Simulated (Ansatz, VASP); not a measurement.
One calculation of MoS2, two programs

```
Mo S
1.0
     3.14073    0.00000    0.00000
    -1.57036    2.71995   -0.04080
     0.00000   -0.42021   28.01391
Mo S
3 6
Direct
  0.66667 0.33333 0.00000
  0.33333 0.66667 0.77553
  0.33333 0.66667 0.22447
  0.33333 0.66667 0.05566
  0.66667 0.33333 0.83120
  0.66667 0.33333 0.28008
  0.33333 0.66667 0.94434
  0.66667 0.33333 0.71992
  0.66667 0.33333 0.16880
```

Change from the starting cell: strain -0.0300 x Voigt [0, 0, 0, 1, 0, 0], atoms carried along.

Alike in both runs: task single point; functional PBEsol; k mesh 12 × 12 × 1; occupations gaussian, width 0.05 eV; no spin polarisation.

```csv
,VASP,Ansatz
version,VASP 6.6.1,Ansatz 0.2.0
potentials or method,"VASP PAW PBE potentials, release 64 (Mo_sv, S), cutoff 520 eV","scalar-relativistic, plane waves, PAW"
valence electrons in the cell,78,78
```

```tsv
	VASP	Ansatz	Ansatz less VASP
gap on the k mesh at the Fermi level (eV)	1.20	1.18	-0.014
least direct gap on the mesh (eV)	1.76	1.76	-0.005
rms of the force components (eV/Å)	0.209	0.210	+0.0003
```

VASP's potentials were made for PBE, not for PBEsol. Atom by atom the forces differ by 0.001 eV/Å (rms over components).
